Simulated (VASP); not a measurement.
Here is a VASP 6.6.1 calculation.

INCAR

```
SYSTEM = GaAs
PREC = Accurate
ENCUT = 520
EDIFF = 1E-7
ISMEAR = -1
SIGMA = 0.02
LREAL = .False.
LASPH = .True.
NELM = 80
ALGO = Normal
ISIF = 2
LWAVE = .False.
LCHARG = .True.
LDIPOL = .True.
IDIPOL = 3
DIPOL = 0.5 0.5 0.500
GGA = PE
LELF = .True.
LVHAR = .True.
LVACPOTAV = .True.
NBANDS = 26
```

File KPOINTS:

```
regular mesh
0
Gamma
  8 5 1
  0 0 0
```

Contents of POSCAR:

```
GaAs
1.0
    4.0620561046      0.0000000000      0.0000000000
    0.0000000000      5.7446148342      0.0000000000
    0.0000000000      0.0000000000     18.0310000000
Ga As
2 2
Direct
    0.0000000000      0.8750000000      0.4436795504
    0.5000000000      0.3750000000      0.5563204496
    0.5000000000      0.6250000000      0.4436795504
    0.0000000000      0.1250000000      0.5563204496
```

Potentials or basis: VASP PAW PBE potentials, release 64 (Ga_d, As).

The run is started by

```sh
$ cat potpaw_PBE.64/Ga_d/POTCAR potpaw_PBE.64/As/POTCAR > POTCAR
$ mpirun -np 1 vasp_std > vasp.out
```

(1) Predict the band gap on the k mesh.

(2) What does it give for the largest force?

Results:

(1) 0.89 eV (least direct gap 1.18 eV).

(2) 0.980 eV/Å.
